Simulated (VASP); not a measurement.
A run of VASP 6.6.1 is set up as follows.

File INCAR:

```
ALGO     = Normal         # electronic algorithm
EDIFF    = 1E-7           # SCF threshold, eV
EDIFFG   = -0.04          # ionic threshold
ENCUT    = 1300           # plane-wave cutoff, eV
GGA      = PE             # functional
GGA_COMPAT= F            
IBRION   = 2              # ionic algorithm
ISIF     = 3              # what is computed and relaxed
ISMEAR   = 0              # smearing method
LASPH    = T              # aspherical terms in the spheres
LCHARG   = F              # write CHGCAR
LREAL    = F              # projectors in reciprocal space
LWAVE    = F              # write WAVECAR
NELM     = 120            # most SCF steps
NELMIN   = 4            
NSW      = 90             # ionic steps
PREC     = Accurate       # precision mode
SIGMA    = 0.1            # smearing width, eV
```

The input KPOINTS:

```
k-points
0
Gamma
  6 6 2
```

POSCAR

```
RuC4
1.0
    2.7492913600      0.0000000000      0.0000000000
   -1.3746456800      2.3809561600      0.0000000000
    0.0000000000      0.0000000000      8.8402951900
Ru C
1 4
Direct
    0.0000000000      0.0000000000      0.0000000000
    0.3333333300      0.6666666700      0.8658552800
    0.3333333300      0.6666666700      0.3767953500
    0.6666666700      0.3333333300      0.1341447200
    0.6666666700      0.3333333300      0.6232046500
```

Potentials or basis: VASP PAW PBE potentials, release 64 (Ru_sv, C_h).

Run with:

```console
$ cat potpaw_PBE.64/Ru_sv/POTCAR potpaw_PBE.64/C_h/POTCAR > POTCAR
$ mpirun -np 1 vasp_std > vasp.out
```

(1) Estimate the band gap on the k mesh.

(2) Predict the relaxed volume.

## Answers

(1) zero (bands 16 and 17 overlap by 1.67 eV).

(2) 12.81 Å³/atom.

Caveat: the k points lie up to 0.49 Å⁻¹ apart in the final cell, too coarse for converged energies and pressures of a metal; a cell axis changed by over 15 % at a fixed basis, so the end point is rough; this functional lacks dispersion, which binds layers or chains, so the pressure and a relaxed spacing across them are unreliable.
